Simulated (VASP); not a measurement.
# Ag (I4/mmm) in VASP: further runs

Ag is run at these levels: PBEsol; tasks: single point.

Everything below comes from runs of VASP 6.6.1. Logs are shortened: lines on timing, memory, paths and dates and some standing lists are left out, and cuts for length are marked.

**1. The cell of the first run**

The structure is tetragonal, space group I4/mmm (No. 139). Conventional cell: a = 3.311 Å, b = 3.311 Å, c = 3.560 Å, α = 90.00°, β = 90.00°, γ = 90.00°. Ag (site symmetry 4/mmm) has 14 Ag at 2.94 to 3.56 Å within 3.9 Å.

**2. Single point, PBEsol (strain +0.0750 x Voigt [0, 0, 1, 0, 0, 0])**

The input, INCAR:

```
PREC     = Accurate       # precision mode
ENCUT    = 520            # plane-wave cutoff, eV
EDIFF    = 1E-7           # SCF threshold, eV
ISMEAR   = 0              # smearing method
SIGMA    = 0.15           # smearing width, eV
LREAL    = False          # projectors in reciprocal space
LASPH    = True           # aspherical terms in the spheres
NELM     = 60             # most SCF steps
ALGO     = Fast           # electronic algorithm
ISIF     = 2              # what is computed and relaxed
LWAVE    = False          # write WAVECAR
LCHARG   = True           # write CHGCAR
GGA      = PS             # functional
LELF     = True           # ELF
LVHAR    = True         
NBANDS   = 12             # bands
```

The input, KPOINTS:

```
Automatic mesh
0
Gamma
  20 20 20
```

The input, POSCAR:

```
Ag
1.0
   -1.6556540000      1.6556540000      1.7798280500
    1.6556540000     -1.6556540000      1.7798280500
    1.6556540000      1.6556540000     -1.7798280500
Ag
1
Direct
    0.0000000000      0.0000000000      0.0000000000
```

Potentials or basis: VASP PAW PBE potentials, release 64 (Ag).

Command:

```
cat potpaw_PBE.64/Ag/POTCAR > POTCAR
mpirun -np 1 vasp_std > vasp.out
```

OUTCAR:

```text
PREC = Accurate
   ENCUT = 520
   EDIFF = 1E-7
   ISMEAR = 0
   LREAL = False
   LASPH = True
   NELM = 60
   ISIF = 2
   GGA = PS

 ion  position               nearest neighbor table
   1  0.000  0.000  0.000-

  LATTYP: Found a body centered tetragonal cell.
 ALAT       =     3.3113080000
 C/A-ratio  =     1.0750000000

  Lattice vectors:

 A1 = (  -1.6556540000,   1.6556540000,   1.7798280500)
 A2 = (   1.6556540000,  -1.6556540000,   1.7798280500)
 A3 = (   1.6556540000,   1.6556540000,  -1.7798280500)

Analysis of symmetry for initial positions (statically):
=====================================================================
 Subroutine PRICEL returns:
 Original cell was already a primitive cell.

 Routine SETGRP: Setting up the symmetry group for a
 body centered tetragonal supercell.

 Subroutine GETGRP returns: Found 16 space group operations
 (whereof 16 operations were pure point group operations)
 out of a pool of 16 trial point group operations.

The static configuration has the point symmetry D_4h.

Analysis of symmetry for dynamics (positions and initial velocities):
=====================================================================
 Subroutine PRICEL returns:
 Original cell was already a primitive cell.

 Routine SETGRP: Setting up the symmetry group for a
 body centered tetragonal supercell.

 Subroutine GETGRP returns: Found 16 space group operations
 (whereof 16 operations were pure point group operations)
 out of a pool of 16 trial point group operations.

The dynamic configuration has the point symmetry D_4h.

 Subroutine INISYM returns: Found 16 space group operations
 (whereof 16 operations are pure point group operations),
 and found     1 'primitive' translations

----------------------------------------------------------------------------------------

                                     Primitive cell

  volume of cell :      19.5154

  direct lattice vectors                    reciprocal lattice vectors
    -1.655654000  1.655654000  1.779828050     0.000000000  0.301995465  0.280926014
     1.655654000 -1.655654000  1.779828050     0.301995465  0.000000000  0.280926014
     1.655654000  1.655654000 -1.779828050     0.301995465  0.301995465  0.000000000

  length of vectors
     2.941116833  2.941116833  2.941116833     0.412456890  0.412456890  0.427086083

  position of ions in fractional coordinates (direct lattice)
     0.000000000  0.000000000  0.000000000

  ion indices of the primitive-cell ions
   primitive index   ion index
                 1           1

----------------------------------------------------------------------------------------

 KPOINTS: Automatic mesh

Automatic generation of k-mesh.
 Grid dimensions read from file:
 generate k-points for:   20   20   20

 Generating k-lattice:

  Cartesian coordinates                     Fractional coordinates (reciprocal lattice)
     0.000000000  0.015099773  0.014046301     0.050000000 -0.000000000  0.000000000
     0.015099773  0.000000000  0.014046301    -0.000000000  0.050000000  0.000000000
     0.015099773  0.015099773  0.000000000     0.000000000  0.000000000  0.050000000

  Length of vectors
     0.020622845  0.020622845  0.021354304

  Shift w.r.t. Gamma in fractional coordinates (k-lattice)
     0.000000000  0.000000000  0.000000000

 Subroutine IBZKPT returns following result:
 ===========================================

 Found    641 irreducible k-points:

 Following reciprocal coordinates:
            Coordinates               Weight
  0.000000  0.000000  0.000000      1.000000
  0.050000 -0.000000  0.000000      8.000000
  0.100000 -0.000000  0.000000      8.000000
  0.150000 -0.000000  0.000000      8.000000
  0.200000 -0.000000  0.000000      8.000000
  0.250000  0.000000  0.000000      8.000000
[... 16 lines left out ...]
 -0.400000  0.050000 -0.000000     16.000000
 -0.350000  0.050000 -0.000000     16.000000
 [... further k-points ...]
   k-points           NKPTS =    641   k-points in BZ     NKDIM =    641   number of bands    NBANDS=     12
   number of dos      NEDOS =    301   number of ions     NIONS =      1
   total plane-waves  NPLWV =  13824
   dimension x,y,z NGX =    24 NGY =   24 NGZ =   24
   dimension x,y,z NGXF=    48 NGYF=   48 NGZF=   48
   ions per type =               1
   NGX,Y,Z   is equivalent  to a cutoff of  13.57, 13.57, 13.57 a.u.
   NGXF,Y,Z  is equivalent  to a cutoff of  27.13, 27.13, 27.13 a.u.
 SYSTEM =  unknown system
   PREC   = accura    normal or accurate (medium, high low for compatibility)
   ISTART =      0    job   : 0-new  1-cont  2-samecut
   ICHARG =      2    charge: 1-file 2-atom 10-const
   ISPIN  =      1    spin polarized calculation?
   LNONCOLLINEAR =      F non collinear calculations
   LSORBIT =      F    spin-orbit coupling
   LASPH  =      T    aspherical Exc in radial PAW
   ENCUT  =  520.0 eV  38.22 Ry    6.18 a.u.   5.47  5.47  5.47*2*pi/ulx,y,z
   NELM   =     60;   NELMIN=  2; NELMDL= -5     # of ELM steps
   EDIFF  = 0.1E-06   stopping-criterion for ELM
   LREAL  =      F    real-space projection
   EDIFFG = 0.1E-05   stopping-criterion for IOM
   NSW    =      0    number of steps for IOM
   IBRION =     -1    ionic relax: 0-MD 1-quasi-New 2-CG
   NFREE  =      0    steps in history (QN), initial steepest desc. (CG)
   ISIF   =      2    stress and relaxation
   ISYM   =      2    0-nonsym 1-usesym 2-fastsym
   POTIM  = 0.5000    time-step for ionic-motion
   TEBEG  =    0.0;   TEEND  =   0.0 temperature during run
   PSTRESS=    0.0 pullay stress
   NELECT =      11.0000    total number of electrons
   NUPDOWN=      -1.0000    fix difference up-down
   EMIN   =  10.00;   EMAX   =-10.00  energy-range for DOS
   EFERMI =   0.00;   METHOD = LEGACY
   ISMEAR =     0;   SIGMA  =   0.15  broadening in eV -4-tet -1-fermi 0-gaus
   EFERMI_NEDOS =   21; number of points for ismear=-14 and -15
   IALGO  =     68    algorithm
   IMIX   =      4    mixing-type and parameters
     AMIX     =   0.40;   BMIX     =  1.00
     AMIX_MAG =   1.60;   BMIX_MAG =  1.00
  volume/ion in A,a.u.               =      19.52       131.70
  Fermi-wavevector in a.u.,A,eV,Ry     =   1.352322  2.555517 24.881978  1.828774
  Thomas-Fermi vector in A             =   2.479670
   LORBIT       =      0    0 simple, 1 ext, 2 COOP (PROOUT), +10 PAW based schemes
   GGA     = PS    functional components
   LHFCALC =     F    Hartree Fock is set to
   AEXX    =    0.0000 exact exchange contribution
   IVDW    =     0    specifies the selected vdW correction
   LEPSILON=     F    determine dielectric tensor
   LRPA    =     F    only Hartree local field effects (RPA)
 non-spin polarized calculation
 RMM-DIIS sequential band-by-band and
 Gauss-broadening in eV      SIGMA  =   0.15
  energy-cutoff  :      520.00
  volume of cell :       19.52
 maximum number of plane-waves:       540
 NGX is ok and might be reduce to    24
   NGX = 11   NGY = 11   NGZ = 11

 number of electron      11.0000004 magnetization

 Free energy of the ion-electron system (eV)
  ---------------------------------------------------
  ext. energy  EPLUGINS =         0.00000000
  ---------------------------------------------------
  free energy    TOTEN  =        -3.15840761 eV

  energy without entropy =       -3.15421164  energy(sigma->0) =       -3.15630963

 E-fermi :   6.5100     XC(G=0): -11.6234

 val. band max:        6.4971514965   @ k =   0.5000   0.2500   0.0500
 cond. band min:       6.5180651338   @ k =   0.4000   0.1000   0.0000
 fundamental gap:      0.0209136373
 Fermi energy:         6.5099607211

 k-point     1 :       0.0000    0.0000    0.0000
  band No.  band energies     occupation
      1      -0.3850      2.00000
      2       2.0049      2.00000
      3       2.0049      2.00000
      4       2.2560      2.00000
      5       2.9879      2.00000
      6       3.2573      2.00000
      7      23.2284      0.00000
      8      24.2191      0.00000
      9      24.2191      0.00000
     10      27.2376      0.00000
     11      28.9352      0.00000
     12      29.0325      0.00000

 k-point     2 :       0.0500   -0.0000    0.0000
  band No.  band energies     occupation
      1      -0.3120      2.00000
      2       2.0093      2.00000
      3       2.0168      2.00000
      4       2.2664      2.00000
      5       2.9781      2.00000
      6       3.2493      2.00000
      7      23.1211      0.00000
      8      24.0045      0.00000
      9      24.2435      0.00000
     10      26.6570      0.00000
     11      27.8791      0.00000
     12      28.3907      0.00000

 k-point     3 :       0.1000   -0.0000    0.0000
  band No.  band energies     occupation
      1      -0.0990      2.00000
      2       2.0235      2.00000
      3       2.0236      2.00000
      4       2.3258      2.00000
      5       2.9512      2.00000
      6       3.2298      2.00000
      7      22.4104      0.00000
      8      23.5645      0.00000
      9      24.3065      0.00000
     10      26.0485      0.00000
     11      26.8990      0.00000
     12      27.2944      0.00000
[... 286 lines left out ...]
 k-point    23 :      -0.4000    0.0500   -0.0000
  band No.  band energies     occupation
      1       1.0083      2.00000
      2       1.6475      2.00000
      3       2.8777      2.00000
      4       3.2258      2.00000
      5       3.4966      2.00000
      6       4.7089      2.00000
      7      12.5675      0.00000
      8      20.0017      0.00000
      9      20.8053      0.00000
     10      25.3052      0.00000
     11      26.4751      0.00000
     12      28.1774      0.00000

 k-point    24 :      -0.3500    0.0500   -0.0000
  band No.  band energies     occupation
      1       1.0548      2.00000
      2       1.7159      2.00000
      3       2.8678      2.00000
      4       3.0564      2.00000
      5       3.2909      2.00000
      6       3.8395      2.00000
      7      14.3059      0.00000
      8      20.5059      0.00000
      9      21.5111      0.00000
     10      25.1984      0.00000
     11      26.3608      0.00000
     12      27.7580      0.00000

 [... further k-points ...]
[... 5 lines left out ...]
  --------------------------------------------------------------------------------------
  -------------------------------------------------------------------------------------
  Total       -1.4176473     -1.4176473     -1.3129015      0.0000000      0.0000000      0.0000000
  in kB     -116.3862192   -116.3862192   -107.7867851      0.0000000      0.0000000      0.0000000
  external PRESSURE =    -113.5197412 kB  Pullay stress =       0.0000000 kB

 VOLUME and BASIS-vectors are now :
 -----------------------------------------------------------------------------
  energy-cutoff  :      520.00
  volume of cell :       19.52
      direct lattice vectors                 reciprocal lattice vectors
    -1.655654000  1.655654000  1.779828050     0.000000000  0.301995465  0.280926014
     1.655654000 -1.655654000  1.779828050     0.301995465  0.000000000  0.280926014
     1.655654000  1.655654000 -1.779828050     0.301995465  0.301995465  0.000000000

 POSITION                                       TOTAL-FORCE (eV/Angst)
 -----------------------------------------------------------------------------------
      0.00000      0.00000      0.00000        -0.000000      0.000000      0.000000
 -----------------------------------------------------------------------------------
    total drift:                                0.000000      0.000000      0.000000

  FREE ENERGIE OF THE ION-ELECTRON SYSTEM (eV)
  ---------------------------------------------------
  free  energy   TOTEN  =        -3.1584076112 eV

  energy  without entropy=       -3.1542116427  energy(sigma->0) =       -3.15630963
```

Wall time 69 s (1 thread of AMD EPYC 9R45 (Zen 5), shared host); peak memory 0.23 GiB.

What came out:

```
Free energy : -3.1584 eV
Pressure    : -11.4 GPa
```

Levels at points of the mesh, in eV from the Fermi level:
| k point | band 4 | band 5 | band 6 | band 7 | band 8 | band 9 |
| --- | --- | --- | --- | --- | --- | --- |
| (0.00, 0.00, 0.00) | -4.25 | -3.52 | -3.25 | 16.72 | 17.71 | 17.71 |
| (0.50, 0.00, 0.00) | -3.23 | -2.60 | 0.07 | 3.20 | 13.18 | 13.77 |
| (0.50, 0.50, 0.00) | -3.18 | -2.54 | 0.44 | 3.84 | 12.02 | 12.29 |
| (0.50, 0.50, 0.50) | -2.73 | -2.73 | 5.23 | 7.11 | 7.11 | 10.21 |

Caveat: the cell differs from its parent crystal (strain +0.0750 x Voigt [0, 0, 1, 0, 0, 0]); the PAW data sets were made with another functional, which shifts forces and pressure a little.

**3. Single point, PBEsol (strain +0.1125 x Voigt [0, 0, 1, 0, 0, 0])**

The input, INCAR:

```
SYSTEM = Ag
PREC     = Accurate       ! precision mode
ENCUT    = 520            ! plane-wave cutoff, eV
EDIFF    = 1E-6           ! SCF threshold, eV
ISMEAR   = 0              ! smearing method
SIGMA    = 0.15           ! smearing width, eV
LREAL    = .False.        ! projectors in reciprocal space
LASPH    = .True.         ! aspherical terms in the spheres
NELM     = 100            ! most SCF steps
ALGO     = Fast           ! electronic algorithm
ISIF     = 2              ! what is computed and relaxed
LWAVE    = .False.        ! write WAVECAR
LCHARG   = .False.        ! write CHGCAR
GGA      = PS             ! functional
NBANDS   = 12             ! bands
```

The input, KPOINTS:

```
Automatic mesh
0
Gamma
  20 20 20
  0 0 0
```

The input, POSCAR:

```
Ag
1.0
   -1.6556540000      1.6556540000      1.8419150750
    1.6556540000     -1.6556540000      1.8419150750
    1.6556540000      1.6556540000     -1.8419150750
Ag
1
Direct
    0.0000000000      0.0000000000      0.0000000000
```

Potentials or basis: VASP PAW PBE potentials, release 64 (Ag).

Command:

```
cat potpaw_PBE.64/Ag/POTCAR > POTCAR
mpirun -np 1 vasp_std > vasp.out
```

OUTCAR:

```text
SYSTEM = Ag
   PREC = Accurate
   ENCUT = 520
   EDIFF = 1E-6
   ISMEAR = 0
   LREAL = .False.
   LASPH = .True.
   NELM = 100
   ISIF = 2
   GGA = PS

 ion  position               nearest neighbor table
   1  0.000  0.000  0.000-

  LATTYP: Found a body centered tetragonal cell.
 ALAT       =     3.3113080000
 C/A-ratio  =     1.1125000000

  Lattice vectors:

 A1 = (  -1.6556540000,   1.6556540000,   1.8419150750)
 A2 = (   1.6556540000,  -1.6556540000,   1.8419150750)
 A3 = (   1.6556540000,   1.6556540000,  -1.8419150750)

Analysis of symmetry for initial positions (statically):
=====================================================================
 Subroutine PRICEL returns:
 Original cell was already a primitive cell.

 Routine SETGRP: Setting up the symmetry group for a
 body centered tetragonal supercell.

 Subroutine GETGRP returns: Found 16 space group operations
 (whereof 16 operations were pure point group operations)
 out of a pool of 16 trial point group operations.

The static configuration has the point symmetry D_4h.

Analysis of symmetry for dynamics (positions and initial velocities):
[... 162 lines left out ...]
 cond. band min:       6.1176163389   @ k =  -0.2500  -0.4000   0.2500
 fundamental gap:      0.0203448920
 Fermi energy:         6.1061475310

 k-point     1 :       0.0000    0.0000    0.0000
  band No.  band energies     occupation
      1      -0.5631      2.00000
      2       1.6964      2.00000
      3       1.6964      2.00000
      4       2.0328      2.00000
      5       2.5583      2.00000
      6       2.9135      2.00000
      7      22.4382      0.00000
      8      23.7395      0.00000
      9      23.7395      0.00000
     10      25.9186      0.00000
     11      28.2246      0.00000
     12      28.3363      0.00000
[... 331 lines left out ...]
 k-point    24 :      -0.3500    0.0500   -0.0000
  band No.  band energies     occupation
      1       0.8159      2.00000
      2       1.4901      2.00000
      3       2.4675      2.00000
      4       2.7110      2.00000
      5       2.9406      2.00000
      6       3.4912      2.00000
      7      13.5691      0.00000
      8      20.1216      0.00000
      9      20.9840      0.00000
     10      24.6310      0.00000
     11      25.5772      0.00000
     12      26.5799      0.00000

 [... further k-points ...]
[... 5 lines left out ...]
  --------------------------------------------------------------------------------------
  -------------------------------------------------------------------------------------
  Total       -1.6407568     -1.6407568     -1.4997119      0.0000000     -0.0000000      0.0000000
  in kB     -130.1625490   -130.1625490   -118.9733415      0.0000000     -0.0000000      0.0000000
  external PRESSURE =    -126.4328132 kB  Pullay stress =       0.0000000 kB

 VOLUME and BASIS-vectors are now :
 -----------------------------------------------------------------------------
  energy-cutoff  :      520.00
  volume of cell :       20.20
      direct lattice vectors                 reciprocal lattice vectors
    -1.655654000  1.655654000  1.841915075     0.000000000  0.301995465  0.271456598
     1.655654000 -1.655654000  1.841915075     0.301995465  0.000000000  0.271456598
     1.655654000  1.655654000 -1.841915075     0.301995465  0.301995465  0.000000000

 POSITION                                       TOTAL-FORCE (eV/Angst)
 -----------------------------------------------------------------------------------
      0.00000      0.00000      0.00000        -0.000000      0.000000     -0.000000
 -----------------------------------------------------------------------------------
    total drift:                               -0.000000      0.000000      0.000000

  FREE ENERGIE OF THE ION-ELECTRON SYSTEM (eV)
  ---------------------------------------------------
  free  energy   TOTEN  =        -3.1104314797 eV

  energy  without entropy=       -3.1070576563  energy(sigma->0) =       -3.10874457
```

It took 63 s on 1 thread of AMD EPYC 9R45 (Zen 5), shared host; peak memory 0.23 GiB.

Results:

- Free energy: -3.1104 eV
- Pressure: -12.6 GPa

Stress tensor (GPa, compression positive):
```
-13.02   0.00   0.00
  0.00 -13.02   0.00
  0.00   0.00 -11.90
```

Levels at points of the mesh, in eV from the Fermi level:
| k point | band 4 | band 5 | band 6 | band 7 | band 8 | band 9 |
| --- | --- | --- | --- | --- | --- | --- |
| (0.00, 0.00, 0.00) | -4.07 | -3.55 | -3.19 | 16.33 | 17.63 | 17.63 |
| (0.50, 0.00, 0.00) | -3.16 | -2.62 | 0.11 | 2.97 | 13.25 | 13.75 |
| (0.50, 0.50, 0.00) | -3.10 | -2.54 | 0.65 | 3.87 | 11.55 | 11.65 |
| (0.50, 0.50, 0.50) | -2.72 | -2.72 | 4.64 | 7.33 | 7.33 | 9.31 |

Caveat: the cell differs from its parent crystal (strain +0.1125 x Voigt [0, 0, 1, 0, 0, 0]); the PAW data sets were made with another functional, which shifts forces and pressure a little.

(Part 1 of 2 ends here.)
